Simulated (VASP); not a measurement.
# Fe (I4_1/amd) in VASP: a series of runs

Fe is run at these levels: PBE; tasks: single point.

Everything below comes from runs of VASP 6.6.1. Logs are shortened: lines on timing, memory, paths and dates and some standing lists are left out, and cuts for length are marked.

## (1) The cell of the first run

It takes space group I4_1/amd (No. 141, tetragonal). The conventional cell has a = 3.690 Å, b = 3.690 Å, c = 2.046 Å, α = 90.00°, β = 90.00°, γ = 90.00°. Fe (site symmetry -4m2) has 10 Fe at 1.91 to 2.40 Å within 2.5 Å.

## (2) Single point, PBE, collinear spin, ferromagnetic start

Input file INCAR:

```
ALGO     = Normal         # electronic algorithm
EDIFF    = 1E-6           # SCF threshold, eV
ENCUT    = 520            # plane-wave cutoff, eV
GGA      = PE             # functional
ISIF     = 2              # what is computed and relaxed
ISMEAR   = -1             # smearing method
ISPIN    = 2              # spin polarisation
LASPH    = True           # aspherical terms in the spheres
LCHARG   = True           # write CHGCAR
LELF     = True           # ELF
LMAXMIX  = 4              # l up to which the mixer works
LORBIT   = 11             # projections on sites
LREAL    = False          # projectors in reciprocal space
LVHAR    = True         
LWAVE    = False          # write WAVECAR
MAGMOM   = 2.5 2.5        # initial moments
NBANDS   = 19             # bands
NELM     = 150            # most SCF steps
PREC     = Accurate       # precision mode
SIGMA    = 0.1            # smearing width, eV
```

Input file KPOINTS:

```
k-points
0
Gamma
  21 21 21
```

Input file POSCAR:

```
Fe
1.0
   -1.8448577470      1.8448577470      1.0231273737
    1.8448577470     -1.8448577470      1.0231273737
    1.8448577470      1.8448577470     -1.0231273737
Fe
2
Direct
   -0.3750000000     -0.1250000000     -0.2500000000
    0.3750000000      0.1250000000      0.2500000000
```

Potentials or basis: VASP PAW PBE potentials, release 64 (Fe).

Started as:

```console
> cat potpaw_PBE.64/Fe/POTCAR > POTCAR
> mpirun -np 1 vasp_std > vasp.out
```

OUTCAR:

```text
EDIFF = 1E-6
   ENCUT = 520
   GGA = PE
   ISIF = 2
   ISMEAR = -1
   ISPIN = 2
   LASPH = True
   LORBIT = 11
   LREAL = False
   NELM = 150
   PREC = Accurate

 ion  position               nearest neighbor table
   1  0.625  0.875  0.750-   2 1.91   2 1.91   2 1.91   2 1.91   2 2.40   2 2.40   2 2.40   2 2.40

   2  0.375  0.125  0.250-   1 1.91   1 1.91   1 1.91   1 1.91   1 2.40   1 2.40   1 2.40   1 2.40

  LATTYP: Found a body centered tetragonal cell.
 ALAT       =     3.6897154940
 C/A-ratio  =     0.5545833414

  Lattice vectors:

 A1 = (  -1.8448577470,   1.8448577470,   1.0231273737)
 A2 = (   1.8448577470,  -1.8448577470,   1.0231273737)
 A3 = (   1.8448577470,   1.8448577470,  -1.0231273737)

Analysis of symmetry for initial positions (statically):
=====================================================================
 Subroutine PRICEL returns:
 Original cell was already a primitive cell.

 Routine SETGRP: Setting up the symmetry group for a
 body centered tetragonal supercell.

 Subroutine GETGRP returns: Found 16 space group operations
 (whereof  4 operations were pure point group operations)
 out of a pool of 16 trial point group operations.

The static configuration has the point symmetry C_2h.
 The point group associated with its full space group is D_4h.

Analysis of symmetry for dynamics (positions and initial velocities):
=====================================================================
 Subroutine PRICEL returns:
 Original cell was already a primitive cell.

 Routine SETGRP: Setting up the symmetry group for a
 body centered tetragonal supercell.

 Subroutine GETGRP returns: Found 16 space group operations
 (whereof  4 operations were pure point group operations)
 out of a pool of 16 trial point group operations.

The dynamic configuration has the point symmetry C_2h.
 The point group associated with its full space group is D_4h.

Analysis of structural, dynamic, and magnetic symmetry:
=====================================================================
 Subroutine PRICEL returns:
 Original cell was already a primitive cell.

 Routine SETGRP: Setting up the symmetry group for a
 body centered tetragonal supercell.

 Subroutine GETGRP returns: Found 16 space group operations
 (whereof  4 operations were pure point group operations)
 out of a pool of 16 trial point group operations.

The overall configuration has the point symmetry C_2h.
 The point group associated with its full space group is D_4h.

 Subroutine INISYM returns: Found 16 space group operations
 (whereof  4 operations are pure point group operations),
 and found     1 'primitive' translations

----------------------------------------------------------------------------------------

                                     Primitive cell

  volume of cell :      13.9289

  direct lattice vectors                    reciprocal lattice vectors
    -1.844857747  1.844857747  1.023127374     0.000000000  0.271023606  0.488697706
     1.844857747 -1.844857747  1.023127374     0.271023606  0.000000000  0.488697706
     1.844857747  1.844857747 -1.023127374     0.271023606  0.271023606  0.000000000

  length of vectors
     2.802461389  2.802461389  2.802461389     0.558819508  0.558819508  0.383285260

  position of ions in fractional coordinates (direct lattice)
     0.625000000  0.875000000  0.750000000
     0.375000000  0.125000000  0.250000000

  ion indices of the primitive-cell ions
   primitive index   ion index
                 1           1
                 2           2

----------------------------------------------------------------------------------------

 KPOINTS: k-points

Automatic generation of k-mesh.
 Grid dimensions read from file:
 generate k-points for:   21   21   21

 Generating k-lattice:

  Cartesian coordinates                     Fractional coordinates (reciprocal lattice)
     0.000000000  0.012905886  0.023271319     0.047619048  0.000000000  0.000000000
     0.012905886  0.000000000  0.023271319     0.000000000  0.047619048  0.000000000
     0.012905886  0.012905886  0.000000000     0.000000000  0.000000000  0.047619048

  Length of vectors
     0.026610453  0.026610453  0.018251679

  Shift w.r.t. Gamma in fractional coordinates (k-lattice)
     0.000000000  0.000000000  0.000000000

 Subroutine IBZKPT returns following result:
 ===========================================

 Found    726 irreducible k-points:

 Following reciprocal coordinates:
            Coordinates               Weight
  0.000000  0.000000  0.000000      1.000000
  0.047619 -0.000000  0.000000      8.000000
  0.095238 -0.000000  0.000000      8.000000
  0.142857 -0.000000  0.000000      8.000000
  0.190476 -0.000000  0.000000      8.000000
  0.238095 -0.000000  0.000000      8.000000
[... 16 lines left out ...]
 -0.428571  0.047619 -0.000000     16.000000
 -0.380952  0.047619 -0.000000     16.000000
 [... further k-points ...]
   k-points           NKPTS =    726   k-points in BZ     NKDIM =    726   number of bands    NBANDS=     19
   number of dos      NEDOS =    301   number of ions     NIONS =      2
   total plane-waves  NPLWV =  13824
   dimension x,y,z NGX =    24 NGY =   24 NGZ =   24
   dimension x,y,z NGXF=    48 NGYF=   48 NGZF=   48
   ions per type =               2
   NGX,Y,Z   is equivalent  to a cutoff of  14.24, 14.24, 14.24 a.u.
   NGXF,Y,Z  is equivalent  to a cutoff of  28.47, 28.47, 28.47 a.u.
 SYSTEM =  unknown system
   PREC   = accura    normal or accurate (medium, high low for compatibility)
   ISTART =      0    job   : 0-new  1-cont  2-samecut
   ICHARG =      2    charge: 1-file 2-atom 10-const
   ISPIN  =      2    spin polarized calculation?
   LNONCOLLINEAR =      F non collinear calculations
   LSORBIT =      F    spin-orbit coupling
   LASPH  =      T    aspherical Exc in radial PAW
   ENCUT  =  520.0 eV  38.22 Ry    6.18 a.u.   5.21  5.21  5.21*2*pi/ulx,y,z
   NELM   =    150;   NELMIN=  2; NELMDL= -5     # of ELM steps
   EDIFF  = 0.1E-05   stopping-criterion for ELM
   LREAL  =      F    real-space projection
[... 7 lines left out ...]
   TEBEG  =    0.0;   TEEND  =   0.0 temperature during run
   PSTRESS=    0.0 pullay stress
   NELECT =      16.0000    total number of electrons
   NUPDOWN=      -1.0000    fix difference up-down
   EMIN   =  10.00;   EMAX   =-10.00  energy-range for DOS
   EFERMI =   0.00;   METHOD = LEGACY
   ISMEAR =    -1;   SIGMA  =   0.10  broadening in eV -4-tet -1-fermi 0-gaus
   EFERMI_NEDOS =   21; number of points for ismear=-14 and -15
   IALGO  =     38    algorithm
   IMIX   =      4    mixing-type and parameters
     AMIX     =   0.40;   BMIX     =  1.00
     AMIX_MAG =   1.60;   BMIX_MAG =  1.00
  volume/ion in A,a.u.               =       6.96        47.00
  Fermi-wavevector in a.u.,A,eV,Ry     =   1.714522  3.239976 39.995481  2.939585
  Thomas-Fermi vector in A             =   2.792064
   LORBIT       =     11    0 simple, 1 ext, 2 COOP (PROOUT), +10 PAW based schemes
   GGA     = PE    functional components
   LHFCALC =     F    Hartree Fock is set to
   AEXX    =    0.0000 exact exchange contribution
   IVDW    =     0    specifies the selected vdW correction
   LEPSILON=     F    determine dielectric tensor
   LRPA    =     F    only Hartree local field effects (RPA)
 spin polarized calculation
  energy-cutoff  :      520.00
  volume of cell :       13.93
 maximum number of plane-waves:       388
 NGX is ok and might be reduce to    24
   NGX = 11   NGY = 11   NGZ = 11

 number of electron      15.9999999 magnetization       0.0541464

 number of electron      15.9999999 magnetization      -0.0074153

 Free energy of the ion-electron system (eV)
  ---------------------------------------------------
  ext. energy  EPLUGINS =         0.00000000
  ---------------------------------------------------
  free energy    TOTEN  =        -9.46087959 eV

  energy without entropy =       -9.35694275  energy(sigma->0) =       -9.40891117

 E-fermi :  12.5717     XC(G=0): -16.0565

 val. band max:       12.5715572847   @ k =  -0.3810   0.3810   0.3333
 cond. band min:      12.5718890591   @ k =  -0.3810   0.3810   0.2381
 fundamental gap:      0.0003317744
 Fermi energy:        12.5716759136

 spin component 1

 k-point     1 :       0.0000    0.0000    0.0000
  band No.  band energies     occupation
      1       1.2920      1.00000
      2       3.0602      1.00000
      3       6.1624      1.00000
      4       7.1696      1.00000
      5       7.9891      1.00000
      6      12.0997      0.99117
[... 11 lines left out ...]
     18      47.1220      0.00000
     19      47.1220      0.00000
[... 485 lines left out ...]
 k-point    24 :      -0.3810    0.0476   -0.0000
  band No.  band energies     occupation
      1       4.8613      1.00000
      2       5.0133      1.00000
      3       6.5655      1.00000
      4       8.0256      1.00000
      5       8.7521      1.00000
      6      10.0153      1.00000
[... 11 lines left out ...]
     18      38.7037      0.00000
     19      42.1300      0.00000

 [... further k-points ...]

 spin component 2

 k-point     1 :       0.0000    0.0000    0.0000
  band No.  band energies     occupation
      1       1.2911      1.00000
      2       3.0578      1.00000
      3       6.1603      1.00000
      4       7.1674      1.00000
      5       7.9868      1.00000
      6      12.0946      0.99160
[... 11 lines left out ...]
     18      47.1208      0.00000
     19      47.1208      0.00000
[... 485 lines left out ...]
 k-point    24 :      -0.3810    0.0476   -0.0000
  band No.  band energies     occupation
      1       4.8584      1.00000
      2       5.0110      1.00000
      3       6.5630      1.00000
      4       8.0229      1.00000
      5       8.7485      1.00000
      6      10.0126      1.00000
[... 11 lines left out ...]
     18      38.7023      0.00000
     19      42.1283      0.00000

 [... further k-points ...]

------------------------ aborting loop because EDIFF is reached ----------------------------------------

  FORCE on cell =-STRESS in cart. coord.  units (eV):
  Direction    XX          YY          ZZ          XY          YZ          ZX
  --------------------------------------------------------------------------------------
  -------------------------------------------------------------------------------------
  Total       26.9840340     26.9840340     27.7580271      0.0000000      0.0000000     -0.0000000
  in kB     3103.8590623   3103.8590623   3192.8882135      0.0000000      0.0000000     -0.0000000
  external PRESSURE =    3133.5354460 kB  Pullay stress =       0.0000000 kB

 VOLUME and BASIS-vectors are now :
 -----------------------------------------------------------------------------
  energy-cutoff  :      520.00
  volume of cell :       13.93
      direct lattice vectors                 reciprocal lattice vectors
    -1.844857747  1.844857747  1.023127374     0.000000000  0.271023606  0.488697706
     1.844857747 -1.844857747  1.023127374     0.271023606  0.000000000  0.488697706
     1.844857747  1.844857747 -1.023127374     0.271023606  0.271023606  0.000000000

 POSITION                                       TOTAL-FORCE (eV/Angst)
 -----------------------------------------------------------------------------------
      1.84486      0.92243      0.76735         0.000000     -0.000000      0.000000
     -0.00000      0.92243      0.25578        -0.000000      0.000000     -0.000000
 -----------------------------------------------------------------------------------
    total drift:                               -0.000000      0.000000      0.000000

  FREE ENERGIE OF THE ION-ELECTRON SYSTEM (eV)
  ---------------------------------------------------
  free  energy   TOTEN  =        -9.4608795931 eV

  energy  without entropy=       -9.3569427479  energy(sigma->0) =       -9.40891117

 total charge

# of ion       s       p       d       tot
------------------------------------------
    1        0.778   1.027   7.189   8.994
    2        0.778   1.027   7.189   8.994
--------------------------------------------------
tot          1.556   2.055  14.377  17.987

 magnetization (x)

# of ion       s       p       d       tot
------------------------------------------
    1       -0.000  -0.000  -0.003  -0.004
    2       -0.000  -0.000  -0.003  -0.004
--------------------------------------------------
tot         -0.000  -0.000  -0.007  -0.007
```

Run time: 24 min. Hardware: 1 thread of Oxide Virtual Turin-like, shared host; peak memory 0.35 GiB.

Results:

| Quantity | Value |
| --- | --- |
| Free energy | -9.4609 eV |
| Pressure | 313.4 GPa |
| Band gap on the k mesh | zero (filled and empty bands overlap) |
| Net moment | -0.01 μB per cell |

Stress tensor (GPa, compression positive):
```
310.39   0.00   0.00
  0.00 310.39   0.00
  0.00   0.00 319.29
```

Levels at points of the mesh, in eV from the Fermi level:
Spin up:
```csv
k point,band 5,band 6,band 7,band 8,band 9,band 10,band 11,band 12
"(0.00, 0.00, 0.00)",-4.58,-0.47,-0.47,-0.39,-0.39,2.22,3.56,10.70
```
Spin down:
```tsv
k point	band 4	band 5	band 6	band 7	band 8	band 9	band 10	band 11	band 12	band 13
(0.00, 0.00, 0.00)	-5.40	-4.58	-0.48	-0.48	-0.40	-0.40	2.21	3.56	10.70	10.70
```

Caveat: the starting moments collapsed, and a magnetic state may lie lower.

## (3) Single point, PBE, collinear spin, ferromagnetic start

Input file INCAR:

```
SYSTEM = Fe
  PREC = Accurate
  ENCUT = 520
  EDIFF = 1E-6
  ISMEAR = -1
  SIGMA = 0.1
  LREAL = .FALSE.
  LASPH = .TRUE.
  NELM = 150
  ALGO = Normal
  ISIF = 2
  LWAVE = .FALSE.
  LCHARG = .FALSE.
  ISPIN = 2
  MAGMOM = 2.5 2.5
  LORBIT = 11
  LMAXMIX = 4
  GGA = PE
  NBANDS = 19
```

Input file KPOINTS:

```
Automatic mesh
0
G
  21 21 21
  0 0 0
```

Input file POSCAR:

```
Fe
1.0
   -1.8443377462      1.8443377462      1.0233252554
    1.8443377462     -1.8443377462      1.0233252554
    1.8443377462      1.8443377462     -1.0233252554
Fe
2
Direct
   -0.3750000000     -0.1250000000     -0.2500000000
    0.3750000000      0.1250000000      0.2500000000
```

Potentials or basis: VASP PAW PBE potentials, release 64 (Fe).

Started as:

```console
> cat potpaw_PBE.64/Fe/POTCAR > POTCAR
> mpirun -np 1 vasp_std > vasp.out
```

Run time: 23 min. Hardware: 1 thread of Oxide Virtual Turin-like, shared host; peak memory 0.34 GiB.

The run converged. Its results:

| Quantity | Value |
| --- | --- |
| Free energy | -9.4510 eV |
| Pressure | 313.8 GPa |
| Band gap on the k mesh | zero (filled and empty bands overlap) |
| Net moment | -0.01 μB per cell |

Stress tensor (GPa, compression positive):
```
311.00   0.00   0.00
  0.00 311.00   0.00
  0.00   0.00 319.53
```

Levels at points of the mesh, in eV from the Fermi level:
Spin up:
| k point | band 5 | band 6 | band 7 | band 8 | band 9 | band 10 | band 11 | band 12 |
| --- | --- | --- | --- | --- | --- | --- | --- | --- |
| (0.00, 0.00, 0.00) | -4.58 | -0.48 | -0.48 | -0.40 | -0.40 | 2.22 | 3.56 | 10.71 |
Spin down:
| k point | band 4 | band 5 | band 6 | band 7 | band 8 | band 9 | band 10 | band 11 | band 12 | band 13 |
| --- | --- | --- | --- | --- | --- | --- | --- | --- | --- | --- |
| (0.00, 0.00, 0.00) | -5.40 | -4.58 | -0.48 | -0.48 | -0.40 | -0.40 | 2.21 | 3.56 | 10.71 | 10.71 |

Caveat: the starting moments collapsed, and a magnetic state may lie lower.
